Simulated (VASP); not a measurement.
# Ga2O3 (R-3c) in VASP: single point with PBE

Aim: the single point of Ga2O3 with PBE.

Program: VASP 6.6.1. These are calculated values, not measurements. Logs are shortened: lines on timing, memory, paths and dates and some standing lists are left out, and cuts for length are marked.

## 1. The cell of the first run

The structure is trigonal, space group R-3c (No. 167). The conventional cell has a = 5.058 Å, b = 5.058 Å, c = 13.623 Å, α = 90.00°, β = 90.00°, γ = 120.00°. Ga (site symmetry 3) has 6 O at 1.95 to 2.10 Å within 2.6 Å. O (site symmetry 2) has 4 Ga at 1.95 to 2.10 Å and 8 O at 2.66 to 2.88 Å within 2.9 Å.

## 2. Single point, PBE

Input file INCAR:

```
  ALGO = Normal
  EDIFF = 1E-6
  ENCUT = 520
  GGA = PE
  ISIF = 2
  ISMEAR = 0
  LASPH = True
  LCHARG = True
  LELF = True
  LREAL = Auto
  LVHAR = True
  LWAVE = False
  NBANDS = 202
  NELM = 80
  PREC = Accurate
  SIGMA = 0.01
```

Input file KPOINTS:

```
Automatic mesh
0
Gamma
  2 2 2
  0.5 0.5 0.5
```

Input file POSCAR:

```
Ga2O3
1.0
    0.0000000000      5.8400300452      4.5408731688
   -5.0576143780     -2.9200150226      4.5408731688
    5.0576143780     -2.9200150226      4.5408731688
Ga O
16 24
Direct
    0.8558438247      0.8558438247      0.8558438247
    0.8558438247      0.3558438247      0.3558438247
    0.3558438247      0.3558438247      0.8558438247
    0.3558438247      0.8558438247      0.3558438247
    0.6441561753      0.6441561753      0.6441561753
    0.6441561753      0.1441561753      0.1441561753
    0.1441561753      0.1441561753      0.6441561753
    0.1441561753      0.6441561753      0.1441561753
    0.1441561753      0.1441561753      0.1441561753
    0.1441561753      0.6441561753      0.6441561753
    0.6441561753      0.6441561753      0.1441561753
    0.6441561753      0.1441561753      0.6441561753
    0.3558438247      0.3558438247      0.3558438247
    0.3558438247      0.8558438247      0.8558438247
    0.8558438247      0.8558438247      0.3558438247
    0.8558438247      0.3558438247      0.8558438247
    0.5984364494      0.2500000000      0.4015635506
    0.5984364494      0.7500000000      0.9015635506
    0.0984364494      0.7500000000      0.4015635506
    0.0984364494      0.2500000000      0.9015635506
    0.2500000000      0.4015635506      0.5984364494
    0.2500000000      0.9015635506      0.0984364494
    0.7500000000      0.9015635506      0.5984364494
    0.7500000000      0.4015635506      0.0984364494
    0.4015635506      0.5984364494      0.2500000000
    0.4015635506      0.0984364494      0.7500000000
    0.9015635506      0.0984364494      0.2500000000
    0.9015635506      0.5984364494      0.7500000000
    0.4015635506      0.7500000000      0.5984364494
    0.4015635506      0.2500000000      0.0984364494
    0.9015635506      0.2500000000      0.5984364494
    0.9015635506      0.7500000000      0.0984364494
    0.5984364494      0.4015635507      0.7500000000
    0.5984364494      0.9015635506      0.2500000000
    0.0984364494      0.9015635506      0.7500000000
    0.0984364494      0.4015635507      0.2500000000
    0.7500000000      0.5984364494      0.4015635507
    0.7500000000      0.0984364494      0.9015635506
    0.2500000000      0.0984364494      0.4015635507
    0.2500000000      0.5984364494      0.9015635506
```

Potentials or basis: VASP PAW PBE potentials, release 64 (Ga_d, O).

Command:

```console
cat potpaw_PBE.64/Ga_d/POTCAR potpaw_PBE.64/O/POTCAR > POTCAR
mpirun -np 1 vasp_std > vasp.out
```

OUTCAR:

```text
EDIFF = 1E-6
   ENCUT = 520
   GGA = PE
   ISIF = 2
   ISMEAR = 0
   LASPH = True
   LREAL = Auto
   NELM = 80
   PREC = Accurate

 ion  position               nearest neighbor table
   1  0.856  0.856  0.856-  32 1.95  38 1.95  35 1.95  23 2.10  28 2.10  18 2.10   5 2.88
   2  0.856  0.356  0.356-  31 1.95  37 1.95  36 1.95  24 2.10  27 2.10  17 2.10   6 2.88
   3  0.356  0.356  0.856-  30 1.95  40 1.95  33 1.95  21 2.10  26 2.10  20 2.10   7 2.88
   4  0.356  0.856  0.356-  29 1.95  34 1.95  39 1.95  22 2.10  25 2.10  19 2.10   8 2.88
   5  0.644  0.644  0.644-  33 1.95  37 1.95  29 1.95  23 2.10  28 2.10  18 2.10   1 2.88
   6  0.644  0.144  0.144-  34 1.95  38 1.95  30 1.95  24 2.10  27 2.10  17 2.10   2 2.88
[... 8 lines left out ...]
  15  0.856  0.856  0.356-  27 1.95  23 1.95  19 1.95  32 2.10  34 2.10  37 2.10  11 2.88
  16  0.856  0.356  0.856-  28 1.95  24 1.95  20 1.95  38 2.10  31 2.10  33 2.10  12 2.88
  17  0.598  0.250  0.402-  12 1.95  13 1.95   2 2.10   6 2.10
  18  0.598  0.750  0.902-  11 1.95  14 1.95   1 2.10   5 2.10
  19  0.098  0.750  0.402-  10 1.95  15 1.95   4 2.10   8 2.10
  20  0.098  0.250  0.902-   9 1.95  16 1.95   3 2.10   7 2.10
  21  0.250  0.402  0.598-  13 1.95  10 1.95   3 2.10   7 2.10
  22  0.250  0.902  0.098-  14 1.95   9 1.95   4 2.10   8 2.10
[... 16 lines left out ...]
  39  0.250  0.098  0.402-   7 1.95   4 1.95  13 2.10   9 2.10
  40  0.250  0.598  0.902-   8 1.95   3 1.95  10 2.10  14 2.10

  LATTYP: Found a trigonal (rhomboedric) cell.
 ALAT       =     7.3976672042
 COS(alpha) =     0.0651717201

  Lattice vectors:

 A1 = (   0.0000000000,   5.8400300452,   4.5408731688)
 A2 = (  -5.0576143780,  -2.9200150226,   4.5408731688)
 A3 = (   5.0576143780,  -2.9200150226,   4.5408731688)

Analysis of symmetry for initial positions (statically):
=====================================================================
 Subroutine PRICEL returns following result:

  LATTYP: Found a trigonal (rhomboedric) cell.
 ALAT       =     5.3987051102
 COS(alpha) =     0.5611842381

  Lattice vectors:

 A1 = (  -2.5288071890,   1.4600075113,   4.5408731688)
 A2 = (   0.0000000000,  -2.9200150226,   4.5408731688)
 A3 = (   2.5288071890,   1.4600075113,   4.5408731688)

   4 primitive cells build up your supercell.

 Routine SETGRP: Setting up the symmetry group for a
 trigonal (rhombohedral) supercell.

 Subroutine GETGRP returns: Found 12 space group operations
 (whereof  6 operations were pure point group operations)
 out of a pool of 12 trial point group operations.

The static configuration has the point symmetry S_6 .
 The point group associated with its full space group is D_3d.

Analysis of symmetry for dynamics (positions and initial velocities):
=====================================================================
 Subroutine PRICEL returns following result:

  LATTYP: Found a trigonal (rhomboedric) cell.
 ALAT       =     5.3987051102
 COS(alpha) =     0.5611842381

  Lattice vectors:

 A1 = (  -2.5288071890,   1.4600075113,   4.5408731688)
 A2 = (   0.0000000000,  -2.9200150226,   4.5408731688)
 A3 = (   2.5288071890,   1.4600075113,   4.5408731688)

   4 primitive cells build up your supercell.

 Routine SETGRP: Setting up the symmetry group for a
 trigonal (rhombohedral) supercell.

 Subroutine GETGRP returns: Found 12 space group operations
 (whereof  6 operations were pure point group operations)
 out of a pool of 12 trial point group operations.

The dynamic configuration has the point symmetry S_6 .
 The point group associated with its full space group is D_3d.

 Subroutine INISYM returns: Found 12 space group operations
 (whereof  6 operations are pure point group operations),
 and found     4 'primitive' translations

----------------------------------------------------------------------------------------

                                     Primitive cell

  volume of cell :     100.5915

  direct lattice vectors                    reciprocal lattice vectors
    -2.528807189  1.460007511  4.540873169    -0.197721678  0.114154664  0.073407321
     0.000000000 -2.920015023  4.540873169     0.000000000 -0.228309328  0.073407321
     2.528807189  1.460007511  4.540873169     0.197721678  0.114154664  0.073407321

  length of vectors
     5.398705110  5.398705110  5.398705110     0.239820316  0.239820316  0.239820316

  position of ions in fractional coordinates (direct lattice)
     0.855843825  0.855843825  0.855843825
     0.644156175  0.644156175  0.644156175
     0.144156175  0.144156175  0.144156175
     0.355843825  0.355843825  0.355843825
     0.446872899  0.053127101  0.750000000
     0.053127101  0.750000000  0.446872899
     0.750000000  0.446872899  0.053127101
     0.553127101  0.946872899  0.250000000
     0.250000000  0.553127101  0.946872899
     0.946872899  0.250000000  0.553127101

  ion indices of the primitive-cell ions
   primitive index   ion index
                 1           1
                 2           5
                 3          10
                 4          14
                 5          18
                 6          23
                 7          28
                 8          32
                 9          35
                10          38

----------------------------------------------------------------------------------------

 KPOINTS: Automatic mesh

Automatic generation of k-mesh.
 Grid dimensions read from file:
 generate k-points for:    2    2    2

 Generating k-lattice:

  Cartesian coordinates                     Fractional coordinates (reciprocal lattice)
     0.000000000  0.057077332  0.036703660     0.500000000  0.000000000  0.000000000
    -0.049430419 -0.028538666  0.036703660     0.000000000  0.500000000 -0.000000000
     0.049430419 -0.028538666  0.036703660     0.000000000 -0.000000000  0.500000000

  Length of vectors
     0.067860007  0.067860007  0.067860007

  Shift w.r.t. Gamma in fractional coordinates (k-lattice)
     0.500000000  0.500000000  0.500000000

 Subroutine IBZKPT returns following result:
 ===========================================

 Found      2 irreducible k-points:

 Following reciprocal coordinates:
            Coordinates               Weight
  0.250000  0.250000  0.250000      2.000000
 -0.250000  0.250000  0.250000      6.000000
   k-points           NKPTS =      2   k-points in BZ     NKDIM =      2   number of bands    NBANDS=    202
   number of dos      NEDOS =    301   number of ions     NIONS =     40
   total plane-waves  NPLWV = 175616
   dimension x,y,z NGX =    56 NGY =   56 NGZ =   56
   dimension x,y,z NGXF=   112 NGYF=  112 NGZF=  112
   ions per type =              16  24
   NGX,Y,Z   is equivalent  to a cutoff of  12.58, 12.58, 12.58 a.u.
   NGXF,Y,Z  is equivalent  to a cutoff of  25.17, 25.17, 25.17 a.u.
 SYSTEM =  unknown system
   PREC   = accura    normal or accurate (medium, high low for compatibility)
   ISTART =      0    job   : 0-new  1-cont  2-samecut
   ICHARG =      2    charge: 1-file 2-atom 10-const
   ISPIN  =      1    spin polarized calculation?
   LNONCOLLINEAR =      F non collinear calculations
   LSORBIT =      F    spin-orbit coupling
   LASPH  =      T    aspherical Exc in radial PAW
   ENCUT  =  520.0 eV  38.22 Ry    6.18 a.u.  13.75 13.75 13.75*2*pi/ulx,y,z
   NELM   =     80;   NELMIN=  2; NELMDL= -5     # of ELM steps
   EDIFF  = 0.1E-05   stopping-criterion for ELM
   LREAL  =      T    real-space projection
   EDIFFG = 0.1E-04   stopping-criterion for IOM
   NSW    =      0    number of steps for IOM
   IBRION =     -1    ionic relax: 0-MD 1-quasi-New 2-CG
   NFREE  =      0    steps in history (QN), initial steepest desc. (CG)
   ISIF   =      2    stress and relaxation
   ISYM   =      2    0-nonsym 1-usesym 2-fastsym
   POTIM  = 0.5000    time-step for ionic-motion
   TEBEG  =    0.0;   TEEND  =   0.0 temperature during run
   PSTRESS=    0.0 pullay stress
   NELECT =     352.0000    total number of electrons
   NUPDOWN=      -1.0000    fix difference up-down
   EMIN   =  10.00;   EMAX   =-10.00  energy-range for DOS
   EFERMI =   0.00;   METHOD = LEGACY
   ISMEAR =     0;   SIGMA  =   0.01  broadening in eV -4-tet -1-fermi 0-gaus
   EFERMI_NEDOS =   21; number of points for ismear=-14 and -15
   IALGO  =     38    algorithm
   IMIX   =      4    mixing-type and parameters
     AMIX     =   0.40;   BMIX     =  1.00
     AMIX_MAG =   1.60;   BMIX_MAG =  1.00
  volume/ion in A,a.u.               =      10.06        67.88
  Fermi-wavevector in a.u.,A,eV,Ry     =   1.565724  2.958790 33.354574  2.451492
  Thomas-Fermi vector in A             =   2.668158
   LORBIT       =      0    0 simple, 1 ext, 2 COOP (PROOUT), +10 PAW based schemes
   GGA     = PE    functional components
   LHFCALC =     F    Hartree Fock is set to
   AEXX    =    0.0000 exact exchange contribution
   IVDW    =     0    specifies the selected vdW correction
   LEPSILON=     F    determine dielectric tensor
   LRPA    =     F    only Hartree local field effects (RPA)
 non-spin polarized calculation
 Gauss-broadening in eV      SIGMA  =   0.01
  energy-cutoff  :      520.00
  volume of cell :      402.37
 maximum number of plane-waves:     10853
 NGX is ok and might be reduce to    56
   NGX = 27   NGY = 27   NGZ = 27

 number of electron     351.9999693 magnetization

 Free energy of the ion-electron system (eV)
  ---------------------------------------------------
  ext. energy  EPLUGINS =         0.00000000
  ---------------------------------------------------
  free energy    TOTEN  =      -237.59527856 eV

  energy without entropy =     -237.59527856  energy(sigma->0) =     -237.59527856

 E-fermi :   4.1759     XC(G=0): -11.9626

 val. band max:        4.0671204302   @ k =  -0.2500   0.2500   0.2500
 cond. band min:       7.8635407522   @ k =   0.2500   0.2500   0.2500
 fundamental gap:      3.7964203221
 Fermi energy:         4.1758907577

 k-point     1 :       0.2500    0.2500    0.2500
  band No.  band energies     occupation
      1     -14.3515      2.00000
      2     -13.7621      2.00000
      3     -13.7621      2.00000
      4     -13.7621      2.00000
      5     -13.3655      2.00000
      6     -13.3655      2.00000
[... 180 lines left out ...]
    187      10.7993      0.00000
    188      10.7993      0.00000

 k-point     2 :      -0.2500    0.2500    0.2500
  band No.  band energies     occupation
      1     -14.3182      2.00000
      2     -13.8279      2.00000
      3     -13.7864      2.00000
      4     -13.7864      2.00000
      5     -13.3951      2.00000
      6     -13.3148      2.00000
[... 180 lines left out ...]
    187      11.0656      0.00000
    188      11.1138      0.00000
 [bands above 188 left out]

------------------------ aborting loop because EDIFF is reached ----------------------------------------

  FORCE on cell =-STRESS in cart. coord.  units (eV):
  Direction    XX          YY          ZZ          XY          YZ          ZX
  --------------------------------------------------------------------------------------
  -------------------------------------------------------------------------------------
  Total        2.6016957      2.6016957      2.1529165      0.0000000      0.0000000      0.0000000
  in kB       10.3596639     10.3596639      8.5726748      0.0000000      0.0000000      0.0000000
  external PRESSURE =       9.7640008 kB  Pullay stress =       0.0000000 kB

 VOLUME and BASIS-vectors are now :
 -----------------------------------------------------------------------------
  energy-cutoff  :      520.00
  volume of cell :      402.37
      direct lattice vectors                 reciprocal lattice vectors
     0.000000000  5.840030045  4.540873169     0.000000000  0.114154664  0.073407321
    -5.057614378 -2.920015023  4.540873169    -0.098860839 -0.057077332  0.073407321
     5.057614378 -2.920015023  4.540873169     0.098860839 -0.057077332  0.073407321

 POSITION                                       TOTAL-FORCE (eV/Angst)
 -----------------------------------------------------------------------------------
      0.00000      0.00000     11.65883         0.000000     -0.000000      0.009611
      0.00000      2.92002      7.11796         0.000000     -0.000000      0.009611
      2.52881     -1.46001      7.11796         0.000000      0.000000      0.009611
     -2.52881     -1.46001      7.11796         0.000000     -0.000000      0.009611
      0.00000      0.00000      8.77509         0.000000     -0.000000     -0.009611
      0.00000      2.92002      4.23422         0.000000     -0.000000     -0.009611
[... 32 lines left out ...]
      1.53310     -0.00000      3.40565        -0.001164     -0.000000      0.000000
      1.53310     -2.92002      7.94653        -0.001164     -0.000000      0.000000
 -----------------------------------------------------------------------------------
    total drift:                               -0.000000      0.000001     -0.000002

  FREE ENERGIE OF THE ION-ELECTRON SYSTEM (eV)
  ---------------------------------------------------
  free  energy   TOTEN  =      -237.5952785569 eV

  energy  without entropy=     -237.5952785569  energy(sigma->0) =     -237.59527856
```

It took 13 min on 1 thread of Intel Xeon 8259CL, shared host; peak memory 0.47 GiB.

Results:

```yaml
Free_energy: -237.5953 eV
Pressure: 1.0 GPa
Largest_force: 0.010 eV/Å
Band_gap_on_the_k_mesh: 3.80 eV
```

Forces in eV/Å, atoms in the order of the input:
```
Ga   0.000  0.000  0.010
Ga   0.000  0.000  0.010
Ga   0.000  0.000  0.010
Ga   0.000  0.000  0.010
Ga   0.000  0.000 -0.010
Ga   0.000  0.000 -0.010
Ga   0.000  0.000 -0.010
Ga   0.000  0.000 -0.010
Ga   0.000  0.000 -0.010
Ga   0.000  0.000 -0.010
Ga   0.000  0.000 -0.010
Ga   0.000  0.000 -0.010
Ga   0.000  0.000  0.010
Ga   0.000  0.000  0.010
Ga   0.000  0.000  0.010
Ga   0.000  0.000  0.010
O   -0.001  0.001  0.000
O   -0.001  0.001  0.000
O   -0.001  0.001  0.000
O   -0.001  0.001  0.000
O    0.001  0.000  0.000
O    0.001  0.000  0.000
O    0.001  0.000  0.000
O    0.001  0.000  0.000
O   -0.001 -0.001  0.000
O   -0.001 -0.001  0.000
O   -0.001 -0.001  0.000
O   -0.001 -0.001  0.000
O    0.001 -0.001  0.000
O    0.001 -0.001  0.000
O    0.001 -0.001  0.000
O    0.001 -0.001  0.000
O    0.001  0.001  0.000
O    0.001  0.001  0.000
O    0.001  0.001  0.000
O    0.001  0.001  0.000
O   -0.001  0.000  0.000
O   -0.001  0.000  0.000
O   -0.001  0.000  0.000
O   -0.001  0.000  0.000
```

Levels at points of the mesh, in eV from the valence-band top:
| k point | band 174 | band 175 | band 176 | band 177 | band 178 | band 179 |
| --- | --- | --- | --- | --- | --- | --- |
| (0.25, 0.25, 0.25) | -0.30 | -0.17 | -0.17 | 3.80 | 5.94 | 5.94 |

Caveat: a shifted mesh leaves out Γ, where band edges can lie. A k mesh can miss the band edges.
